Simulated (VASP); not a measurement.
Ga2BSb3:

```xyz
6
Lattice="5.1328 0.0000 0.0000 -2.5664 4.4451 0.0000 0.0000 0.0000 5.7491" Properties=species:S:1:pos:R:3 pbc="T T T"
Ga    0.0000    2.9634    0.0000
Ga    2.5664    1.4817    0.0000
B     0.0000    0.0000    2.8746
Sb    0.0000    2.9634    2.8746
Sb    2.5664    1.4817    2.8746
Sb    0.0000    0.0000    0.0000
```

The cell was generated, and may not be a known phase.

```yaml
Program: VASP 6.6.1
Task: relaxation of cell and atoms
Functional: PBE
Potentials_or_basis: VASP PAW PBE potentials, release 64 (Ga_d, B, Sb)
Cutoff: 600 eV
k_mesh: 12 × 12 × 8
Occupations: gaussian, width 0.1 eV
Spin: no spin polarisation
```

At the start: pressure -0.5 GPa; volume 21.86 Å³/atom.

Task: Where does the relaxation end?

Result: Over 9 steps the energy falls by 18.6 meV/atom and the volume is 21.52 Å³/atom (-1.6 %); space group P6/mmm (No. 191, to 0.1 Å) before and after.

The path:
```
step  energy change (eV)  largest force (eV/Å)  pressure (GPa)  volume (Å³)
   1              0.0000                0.0000           -0.46       131.17
   2             -0.1084                0.0000           -0.31       129.87
   3             -0.1110                0.0000           -0.23       129.65
   4             -0.1111                0.0000           -0.22       129.62
   5             -0.1110                0.0000           -0.21       129.58
   6             -0.1113                0.0000            0.06       129.01
   7             -0.1114                0.0000            0.01       129.12
   8             -0.1114                0.0000           -0.03       129.13
   9             -0.1114                0.0000            0.00       129.13
```

Final structure:
```xyz
6
Lattice="5.2019 0.0000 0.0000 -2.6009 4.5050 0.0000 0.0000 0.0000 5.5103" Properties=species:S:1:pos:R:3 pbc="T T T"
Ga    0.0000    3.0033    0.0000
Ga    2.6009    1.5017    5.5103
B     0.0000    0.0000    2.7551
Sb    0.0000    3.0033    2.7551
Sb    2.6009    1.5017    2.7551
Sb    0.0000    0.0000    5.5103
```

Caveat: the highest band is partly filled, so the run has too few bands.
